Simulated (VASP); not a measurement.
# BN (I-4m2) in VASP: single point with HSE06

Aim: the single point of BN with HSE06.

Program: VASP 6.6.1. These are calculated values, not measurements. Logs are shortened: lines on timing, memory, paths and dates and some standing lists are left out, and cuts for length are marked.

**1. The cell of the first run**

The structure is tetragonal, space group I-4m2 (No. 119). The conventional cell has a = 2.552 Å, b = 2.552 Å, c = 3.644 Å, α = 90.00°, β = 90.00°, γ = 90.00°. B (site symmetry -4m2) has 4 N at 1.57 Å within 2.1 Å. N (site symmetry -4m2) has 4 B at 1.57 Å within 2.1 Å.

**2. Single point, HSE06 (uniaxial z strain +1.0%)**

File POSCAR:

```
BN
1.0
    0.0000000000      1.8048254535      1.8221517779
    1.8048254535      0.0000000000      1.8221517779
    1.8048254535      1.8048254535      0.0000000000
B N
1 1
Direct
    0.0000000000      0.0000000000      0.0000000000
    0.2500000000      0.2500000000      0.2500000000
```

File INCAR.step1:

```
PREC = Accurate
ENCUT = 520
EDIFF = 1E-5
ISMEAR = 0
SIGMA = 0.01
LREAL = F
LASPH = T
NELM = 100
ALGO = Normal
ISIF = 2
LWAVE = T
NBANDS = 11
GGA = PE
```

File INCAR.step2:

```
PREC = Accurate
ENCUT = 520
EDIFF = 1E-7
ISMEAR = 0
SIGMA = 0.01
LREAL = F
LASPH = T
NELM = 100
ALGO = Normal
ISIF = 2
LWAVE = F
LCHARG = T
GGA = PE
LHFCALC = T
HFSCREEN = 0.2079
PRECFOCK = Normal
LELF = T
LVHAR = T
NBANDS = 11
ISTART = 1
```

File KPOINTS:

```
Automatic mesh
0
Gamma
  8 8 8
```

Potentials or basis: VASP PAW PBE potentials, release 64 (B, N).

The run is started by

```bash
$ cat potpaw_PBE.64/B/POTCAR potpaw_PBE.64/N/POTCAR > POTCAR
$ cp INCAR.step1 INCAR
$ mpirun -np 1 vasp_std > vasp.out
$ cp INCAR.step2 INCAR
$ mpirun -np 1 vasp_std > vasp.out
```

OUTCAR:

```text
PREC = Accurate
   ENCUT = 520
   EDIFF = 1E-7
   ISMEAR = 0
   LREAL = F
   LASPH = T
   NELM = 100
   ISIF = 2
   GGA = PE
   LHFCALC = T
   HFSCREEN = 0.2079
   PRECFOCK = Normal
   ISTART = 1

 ion  position               nearest neighbor table
   1  0.000  0.000  0.000-   2 1.57   2 1.57   2 1.57   2 1.57
   2  0.250  0.250  0.250-   1 1.57   1 1.57   1 1.57   1 1.57

  LATTYP: Found a body centered tetragonal cell.
 ALAT       =     2.5524086341
 C/A-ratio  =     1.4277900126

  Lattice vectors:

 A1 = (  -1.8048254535,   0.0000000000,   1.8221517779)
 A2 = (   1.8048254535,   0.0000000000,   1.8221517779)
 A3 = (   0.0000000000,   1.8048254535,  -1.8221517779)

Analysis of symmetry for initial positions (statically):
=====================================================================
 Subroutine PRICEL returns:
 Original cell was already a primitive cell.

 Routine SETGRP: Setting up the symmetry group for a
 body centered tetragonal supercell.

 Subroutine GETGRP returns: Found  8 space group operations
 (whereof  8 operations were pure point group operations)
 out of a pool of 16 trial point group operations.

The static configuration has the point symmetry D_2d.

Analysis of symmetry for dynamics (positions and initial velocities):
=====================================================================
 Subroutine PRICEL returns:
 Original cell was already a primitive cell.

 Routine SETGRP: Setting up the symmetry group for a
 body centered tetragonal supercell.

 Subroutine GETGRP returns: Found  8 space group operations
 (whereof  8 operations were pure point group operations)
 out of a pool of 16 trial point group operations.

The dynamic configuration has the point symmetry D_2d.

 Subroutine INISYM returns: Found  8 space group operations
 (whereof  8 operations are pure point group operations),
 and found     1 'primitive' translations

----------------------------------------------------------------------------------------

                                     Primitive cell

  volume of cell :      11.8709

  direct lattice vectors                    reciprocal lattice vectors
     0.000000000  1.804825453  1.822151778    -0.277035100  0.277035100  0.274400852
     1.804825453  0.000000000  1.822151778     0.277035100 -0.277035100  0.274400852
     1.804825453  1.804825453  0.000000000     0.277035100  0.277035100 -0.274400852

  length of vectors
     2.564689459  2.564689459  2.552408634     0.478322821  0.478322821  0.478322821

  position of ions in fractional coordinates (direct lattice)
     0.000000000  0.000000000  0.000000000
     0.250000000  0.250000000  0.250000000

  ion indices of the primitive-cell ions
   primitive index   ion index
                 1           1
                 2           2

----------------------------------------------------------------------------------------

 KPOINTS: Automatic mesh

Automatic generation of k-mesh.
 Grid dimensions read from file:
 generate k-points for:    8    8    8

 Generating k-lattice:

  Cartesian coordinates                     Fractional coordinates (reciprocal lattice)
    -0.034629388  0.034629388  0.034300106     0.125000000  0.000000000  0.000000000
     0.034629388 -0.034629388  0.034300106     0.000000000  0.125000000  0.000000000
     0.034629388  0.034629388 -0.034300106    -0.000000000 -0.000000000  0.125000000

  Length of vectors
     0.059790353  0.059790353  0.059790353

  Shift w.r.t. Gamma in fractional coordinates (k-lattice)
     0.000000000  0.000000000  0.000000000

 Subroutine IBZKPT returns following result:
 ===========================================

 Found     59 irreducible k-points:

 Following reciprocal coordinates:
            Coordinates               Weight
  0.000000  0.000000  0.000000      1.000000
  0.125000  0.000000  0.000000      8.000000
  0.250000  0.000000  0.000000      8.000000
  0.375000  0.000000  0.000000      8.000000
  0.500000  0.000000  0.000000      4.000000
  0.125000  0.125000  0.000000      2.000000
[... 16 lines left out ...]
  0.250000  0.000000  0.125000     16.000000
  0.375000 -0.000000  0.125000     16.000000
 [... further k-points ...]
   k-points           NKPTS =     59   k-points in BZ     NKDIM =    512   number of bands    NBANDS=     11
   number of dos      NEDOS =    301   number of ions     NIONS =      2
   total plane-waves  NPLWV =   8000
   dimension x,y,z NGX =    20 NGY =   20 NGZ =   20
   dimension x,y,z NGXF=    40 NGYF=   40 NGZF=   40
   ions per type =               1   1
   NGX,Y,Z   is equivalent  to a cutoff of  12.96, 12.96, 13.03 a.u.
   NGXF,Y,Z  is equivalent  to a cutoff of  25.93, 25.93, 26.05 a.u.
 SYSTEM =  unknown system
   PREC   = accura    normal or accurate (medium, high low for compatibility)
   ISTART =      1    job   : 0-new  1-cont  2-samecut
   ICHARG =      0    charge: 1-file 2-atom 10-const
   ISPIN  =      1    spin polarized calculation?
   LNONCOLLINEAR =      F non collinear calculations
   LSORBIT =      F    spin-orbit coupling
   LASPH  =      T    aspherical Exc in radial PAW
   ENCUT  =  520.0 eV  38.22 Ry    6.18 a.u.   4.77  4.77  4.75*2*pi/ulx,y,z
   NELM   =    100;   NELMIN=  2; NELMDL=  0     # of ELM steps
   EDIFF  = 0.1E-06   stopping-criterion for ELM
   LREAL  =      F    real-space projection
   EDIFFG = 0.1E-05   stopping-criterion for IOM
   NSW    =      0    number of steps for IOM
   IBRION =     -1    ionic relax: 0-MD 1-quasi-New 2-CG
   NFREE  =      0    steps in history (QN), initial steepest desc. (CG)
   ISIF   =      2    stress and relaxation
   ISYM   =      3    0-nonsym 1-usesym 2-fastsym
   POTIM  = 0.5000    time-step for ionic-motion
   TEBEG  =    0.0;   TEEND  =   0.0 temperature during run
   PSTRESS=    0.0 pullay stress
   NELECT =       8.0000    total number of electrons
   NUPDOWN=      -1.0000    fix difference up-down
   EMIN   =  10.00;   EMAX   =-10.00  energy-range for DOS
   EFERMI =   0.00;   METHOD = LEGACY
   ISMEAR =     0;   SIGMA  =   0.01  broadening in eV -4-tet -1-fermi 0-gaus
   EFERMI_NEDOS =   21; number of points for ismear=-14 and -15
   IALGO  =     38    algorithm
   IMIX   =      1    mixing-type and parameters
     AMIX     =   0.40;   BMIX     =  1.00
     AMIX_MAG =   1.60;   BMIX_MAG =  1.00
  volume/ion in A,a.u.               =       5.94        40.05
  Fermi-wavevector in a.u.,A,eV,Ry     =   1.435302  2.712327 28.029236  2.060091
  Thomas-Fermi vector in A             =   2.554615
   LORBIT       =      0    0 simple, 1 ext, 2 COOP (PROOUT), +10 PAW based schemes
   GGA     = PE    functional components
   LHFCALC =     T    Hartree Fock is set to
   PRECFOCK=normal    Normal, Fast or Accurate (Low or Medium for compatibility)
   ENCUT4O =  -1.0   cutoff for four orbital integrals eV
   NKREDX  =     1    reduce k-point grid by
   NKREDY  =     1    reduce k-point grid by
   NKREDZ  =     1    reduce k-point grid by
   AEXX    =    0.2500 exact exchange contribution
   HFSCREEN=    0.2079 screening length (either q_TF or 0.3 A-1)
   HFSCREENC=   0.2079 screening length for correlation (either q_TF or 0.3 A-1)
   ENCUTFOCK=  -1.0 apply spherical cutoff to Coloumb kernel
   IVDW    =     0    specifies the selected vdW correction
   LEPSILON=     F    determine dielectric tensor
   LRPA    =     F    only Hartree local field effects (RPA)
 non-spin polarized calculation
 Gauss-broadening in eV      SIGMA  =   0.01
  energy-cutoff  :      520.00
  volume of cell :       11.87
 maximum number of plane-waves:       332
  NGX = 16; NGY = 16; NGZ = 16

 number of electron       7.9999999 magnetization

 Free energy of the ion-electron system (eV)
  ---------------------------------------------------
  ext. energy  EPLUGINS =         0.00000000
  ---------------------------------------------------
  free energy    TOTEN  =       -20.32205020 eV

  energy without entropy =      -20.32205020  energy(sigma->0) =      -20.32205020

 E-fermi :   6.6553     XC(G=0): -10.4692

 val. band max:        6.5159937986   @ k =   0.0000   0.0000   0.0000
 cond. band min:      12.1946497238   @ k =   0.5000   0.0000   0.5000
 fundamental gap:      5.6786559252
 Fermi energy:         6.6552884560

 k-point     1 :       0.0000    0.0000    0.0000
  band No.  band energies     occupation
      1     -15.5608      2.00000
      2       6.4186      2.00000
      3       6.5160      2.00000
      4       6.5160      2.00000
      5      16.9864      0.00000
      6      16.9864      0.00000
      7      17.0553      0.00000
      8      18.5232      0.00000
      9      33.1133      0.00000
     10      35.9060      0.00000
     11      36.4266      0.00000

 k-point     2 :       0.1250    0.0000    0.0000
  band No.  band energies     occupation
      1     -15.1541      2.00000
      2       4.4661      2.00000
      3       6.0406      2.00000
      4       6.1212      2.00000
      5      17.3248      0.00000
      6      17.6016      0.00000
      7      17.6503      0.00000
      8      19.8382      0.00000
      9      32.5867      0.00000
     10      32.8187      0.00000
     11      33.1009      0.00000

 k-point     3 :       0.2500    0.0000    0.0000
  band No.  band energies     occupation
      1     -13.9744      2.00000
      2       0.5463      2.00000
      3       5.2187      2.00000
      4       5.3337      2.00000
      5      17.7571      0.00000
      6      18.6294      0.00000
      7      18.6357      0.00000
      8      22.0606      0.00000
      9      31.6711      0.00000
     10      31.9174      0.00000
     11      31.9712      0.00000

 k-point     4 :       0.3750    0.0000    0.0000
  band No.  band energies     occupation
      1     -12.2392      2.00000
      2      -3.2044      2.00000
      3       4.5557      2.00000
      4       4.6992      2.00000
      5      18.0936      0.00000
      6      18.9612      0.00000
      7      19.0249      0.00000
      8      23.4103      0.00000
      9      31.6622      0.00000
     10      33.5846      0.00000
     11      33.6002      0.00000

 k-point     5 :       0.5000    0.0000    0.0000
  band No.  band energies     occupation
      1     -11.0629      2.00000
      2      -5.0960      2.00000
      3       4.3133      2.00000
      4       4.4676      2.00000
      5      18.2099      0.00000
      6      18.9485      0.00000
      7      19.0226      0.00000
      8      23.8028      0.00000
      9      31.9599      0.00000
     10      35.5060      0.00000
     11      35.5379      0.00000
[... 211 lines left out ...]
 k-point    21 :       0.5000    0.5000    0.0000
  band No.  band energies     occupation
      1      -9.6630      2.00000
      2      -3.3455      2.00000
      3       1.2884      2.00000
      4       1.2884      2.00000
      5      12.3636      0.00000
      6      17.3393      0.00000
      7      26.8376      0.00000
      8      26.8376      0.00000
      9      29.4995      0.00000
     10      36.0229      0.00000
     11      42.2895      0.00000

 k-point    22 :       0.1250    0.0000    0.1250
  band No.  band energies     occupation
      1     -15.0155      2.00000
      2       5.1467      2.00000
      3       5.2455      2.00000
      4       5.3210      2.00000
      5      16.2253      0.00000
      6      18.5636      0.00000
      7      18.7354      0.00000
      8      19.7962      0.00000
      9      29.1625      0.00000
     10      34.4153      0.00000
     11      36.7584      0.00000

 k-point    23 :       0.2500    0.0000    0.1250
  band No.  band energies     occupation
      1     -14.0900      2.00000
      2       1.9059      2.00000
      3       4.3281      2.00000
      4       4.9525      2.00000
      5      16.3895      0.00000
      6      19.5031      0.00000
      7      20.0206      0.00000
      8      21.0907      0.00000
      9      27.8722      0.00000
     10      34.6113      0.00000
     11      35.3016      0.00000

 k-point    24 :       0.3750   -0.0000    0.1250
  band No.  band energies     occupation
      1     -12.5142      2.00000
      2      -1.8348      2.00000
      3       3.7413      2.00000
      4       4.0706      2.00000
      5      17.0788      0.00000
      6      19.8779      0.00000
      7      20.5202      0.00000
      8      22.3489      0.00000
      9      29.1190      0.00000
     10      34.3462      0.00000
     11      35.8212      0.00000

 [... further k-points ...]

------------------------ aborting loop because EDIFF is reached ----------------------------------------

  FORCE on cell =-STRESS in cart. coord.  units (eV):
  Direction    XX          YY          ZZ          XY          YZ          ZX
  --------------------------------------------------------------------------------------
  -------------------------------------------------------------------------------------
  Total       -0.4088274     -0.4088274     -0.8697787      0.0000000      0.0000000     -0.0000000
  in kB      -55.1779518    -55.1779518   -117.3908891      0.0000000      0.0000000     -0.0000000
  external PRESSURE =     -75.9155975 kB  Pullay stress =       0.0000000 kB

 VOLUME and BASIS-vectors are now :
 -----------------------------------------------------------------------------
  energy-cutoff  :      520.00
  volume of cell :       11.87
      direct lattice vectors                 reciprocal lattice vectors
     0.000000000  1.804825453  1.822151778    -0.277035100  0.277035100  0.274400852
     1.804825453  0.000000000  1.822151778     0.277035100 -0.277035100  0.274400852
     1.804825453  1.804825453  0.000000000     0.277035100  0.277035100 -0.274400852

 POSITION                                       TOTAL-FORCE (eV/Angst)
 -----------------------------------------------------------------------------------
      0.00000      0.00000      0.00000         0.000000      0.000000      0.000000
      0.90241      0.90241      0.91108        -0.000000     -0.000000     -0.000000
 -----------------------------------------------------------------------------------
    total drift:                               -0.000000     -0.000000      0.000000

  FREE ENERGIE OF THE ION-ELECTRON SYSTEM (eV)
  ---------------------------------------------------
  free  energy   TOTEN  =       -20.3220502019 eV

  energy  without entropy=      -20.3220502019  energy(sigma->0) =      -20.32205020
```

Wall time 23 min (1 thread of Intel Xeon Platinum 8259CL at 2.50GHz (Skylake/Cascade Lake), shared host); peak memory 0.23 GiB.

Results:

* Free energy: -20.3221 eV
* Pressure: -7.6 GPa
* Band gap on the k mesh: 5.68 eV (least direct gap 10.47 eV)

Caveat: the cell differs from its parent crystal (uniaxial z strain +1.0%); the stress differs along the axes, from -12 to -6 GPa; the PAW data sets were made with another functional, which shifts forces and pressure a little. A k mesh can miss the band edges.
